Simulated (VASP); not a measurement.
Write the native input for VASP 6.6.1 that does the following.

```yaml
Task: single point
Functional: r2SCAN
Potentials_or_basis: VASP PAW PBE potentials, release 64 (Na_pv, F)
Cutoff: 520 eV
k_mesh: 6 × 6 × 6
Occupations: gaussian, width 0.01 eV
Spin: no spin polarisation
Dipole_correction: no
Further_INCAR_settings: ALGO = Normal; EDIFF = 1e-07; NBANDS = 14
```

The system is NaF.

```xyz
2
Lattice="0.0000 2.5313 2.5313 2.5313 0.0000 2.5313 2.5313 2.5313 0.0000" Properties=species:S:1:pos:R:3 pbc="T T T"
Na    0.0000    0.0000    0.0000
F     1.2656    1.2656    1.2656
```

One way to write it, as run:

POSCAR

```
NaF
1.0
    0.0000000000      2.5312613630      2.5312613630
    2.5312613630      0.0000000000      2.5312613630
    2.5312613630      2.5312613630      0.0000000000
Na F
1 1
Direct
    0.0000000000      0.0000000000      0.0000000000
    0.2500000000      0.2500000000      0.2500000000
```

INCAR.step1

```
SYSTEM = NaF
ALGO     = Normal         ! electronic algorithm
EDIFF    = 1E-4           ! SCF threshold, eV
ENCUT    = 520            ! plane-wave cutoff, eV
GGA      = PE             ! functional
ISMEAR   = 0              ! smearing method
LASPH    = .True.         ! aspherical terms in the spheres
LCHARG   = .False.        ! write CHGCAR
LREAL    = .False.        ! projectors in reciprocal space
LWAVE    = .True.         ! write WAVECAR
NBANDS   = 14             ! bands
NELM     = 80             ! most SCF steps
PREC     = Accurate       ! precision mode
SIGMA    = 0.01           ! smearing width, eV
```

INCAR.step2

```
SYSTEM = NaF
ALGO     = Normal         ! electronic algorithm
EDIFF    = 1E-7           ! SCF threshold, eV
ENCUT    = 520            ! plane-wave cutoff, eV
ISIF     = 2              ! what is computed and relaxed
ISMEAR   = 0              ! smearing method
ISTART   = 1            
LASPH    = .True.         ! aspherical terms in the spheres
LCHARG   = .False.        ! write CHGCAR
LMIXTAU  = .True.       
LREAL    = .False.        ! projectors in reciprocal space
LWAVE    = .False.        ! write WAVECAR
METAGGA  = R2SCAN         ! meta-GGA
NBANDS   = 14             ! bands
NELM     = 80             ! most SCF steps
PREC     = Accurate       ! precision mode
SIGMA    = 0.01           ! smearing width, eV
```

KPOINTS

```
k-points
0
Gamma
  6 6 6
  0 0 0
```

Potentials or basis: VASP PAW PBE potentials, release 64 (Na_pv, F).

Command:

```bash
$ cat potpaw_PBE.64/Na_pv/POTCAR potpaw_PBE.64/F/POTCAR > POTCAR
$ cp INCAR.step1 INCAR
$ mpirun -np 1 vasp_std > vasp.out
$ cp INCAR.step2 INCAR
$ mpirun -np 1 vasp_std > vasp.out
```

It gave:

```json
{
 "Pressure": "-0.3 GPa",
 "Band gap on the k mesh": "6.27 eV"
}
```

Caveat: the PAW data sets were made with another functional, which shifts forces and pressure a little.

It took 75 s on 1 thread of Intel Xeon 8259CL (shared host), peak memory 0.16 GiB.
